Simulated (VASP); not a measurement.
Here is a VASP 6.6.1 calculation.

INCAR

```
SYSTEM = Ta2SiO3
ALGO     = Normal         ! electronic algorithm
EDIFF    = 1E-7           ! SCF threshold, eV
ENCUT    = 520            ! plane-wave cutoff, eV
GGA      = PE             ! functional
ISIF     = 2              ! what is computed and relaxed
ISMEAR   = 0              ! smearing method
LASPH    = .True.         ! aspherical terms in the spheres
LCHARG   = .False.        ! write CHGCAR
LREAL    = .False.        ! projectors in reciprocal space
LWAVE    = .False.        ! write WAVECAR
NBANDS   = 31             ! bands
NELM     = 60             ! most SCF steps
PREC     = Accurate       ! precision mode
SIGMA    = 0.1            ! smearing width, eV
```

The input KPOINTS:

```
k-points
0
Gamma
  14 14 4
  0 0 0
```

File POSCAR:

```
Ta2SiO3
1.0
    2.7171048776      0.0000000000      0.0000000000
    0.0000000000      2.7171048776      0.0000000000
    0.0000000000      0.0000000000     13.3935571412
Ta Si O
2 1 3
Direct
    0.5000000000      0.5000000000      0.3925683435
    0.5000000000      0.5000000000      0.6074316565
    0.5000000000      0.5000000000      0.0000000000
    0.0000000000      0.0000000000      0.6826631770
    0.0000000000      0.0000000000      0.3173368230
    0.0000000000      0.0000000000      0.5000000000
```

Potentials or basis: VASP PAW PBE potentials, release 64 (Ta_pv, Si, O).

Launch:

```bash
$ cat potpaw_PBE.64/Ta_pv/POTCAR potpaw_PBE.64/Si/POTCAR potpaw_PBE.64/O/POTCAR > POTCAR
$ mpirun -np 1 vasp_std > vasp.out
```

Estimate the band gap on the k mesh.

zero (bands 22 and 23 overlap by 2.43 eV).

Predict the pressure.

0.5 GPa.

Estimate the largest force.

0.054 eV/Å.

Forces in eV/Å, atoms in the order of the input:
```
Ta   0.000  0.000  0.017
Ta   0.000  0.000 -0.017
Si   0.000  0.000  0.000
O    0.000  0.000  0.054
O    0.000  0.000 -0.054
O    0.000  0.000  0.000
```

Caveat: spin-orbit coupling is left out, which moves the levels of the heavy elements.
